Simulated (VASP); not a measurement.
# Sb: single point with r2SCAN

Sb:

```xyz
2
Lattice="2.1397 1.2354 3.7328 -2.1397 1.2354 3.7328 0.0000 -2.4708 3.7328" Properties=species:S:1:pos:R:3 pbc="T T T"
Sb    0.0000    0.0000    8.5836
Sb    0.0000    0.0000    2.6147
```

```yaml
Program: VASP 6.6.1
Task: single point
Functional: r2SCAN
Potentials_or_basis: VASP PAW PBE potentials, release 64 (Sb)
Cutoff: 520 eV
k_mesh: 8 × 8 × 8
Occupations: fermi-dirac, width 0.05 eV
Spin: no spin polarisation
Dipole_correction: no
Further_INCAR_settings: ALGO = Normal; EDIFF = 1e-06; NBANDS = 12
```

- Pressure: 3.1 GPa
- Largest force: 0.162 eV/Å
- Band gap on the k mesh: zero (band 5 reaches 7.68 eV, above the bottom of band 6 at 7.45 eV)

Forces on the atoms (eV/Å):
```
Sb   0.000  0.000 -0.162
Sb   0.000  0.000  0.162
```

Stress tensor (GPa, compression positive):
```
3.31 0.00 0.00
0.00 3.31 0.00
0.00 0.00 2.73
```

Levels at points of the mesh, in eV from the Fermi level:
```tsv
k point	band 1	band 2	band 3	band 4	band 5	band 6	band 7	band 8	band 9	band 10
(0.00, 0.00, 0.00)	-13.68	-4.84	-2.50	-2.22	-2.22	1.99	2.67	2.67	5.23	5.23
(0.50, 0.00, 0.00)	-11.13	-10.34	-2.37	-2.22	-0.53	-0.22	0.17	0.31	7.99	8.48
(0.50, 0.50, 0.00)	-11.10	-8.52	-5.98	-4.28	-4.20	1.48	5.14	5.80	7.38	8.92
(0.50, 0.50, 0.50)	-12.02	-9.64	-1.68	-1.68	-0.46	-0.11	-0.11	1.18	7.40	8.89
```

Wall time 3.6 min on 1 thread of Intel(R) Xeon(R) Platinum 8375C CPU @ 2.90GHz (Ice Lake), on a shared host, peak memory 0.22 GiB.

Caveat: the PAW data sets were made with another functional, which shifts forces and pressure a little; spin-orbit coupling is left out, which moves the levels of the heavy elements.
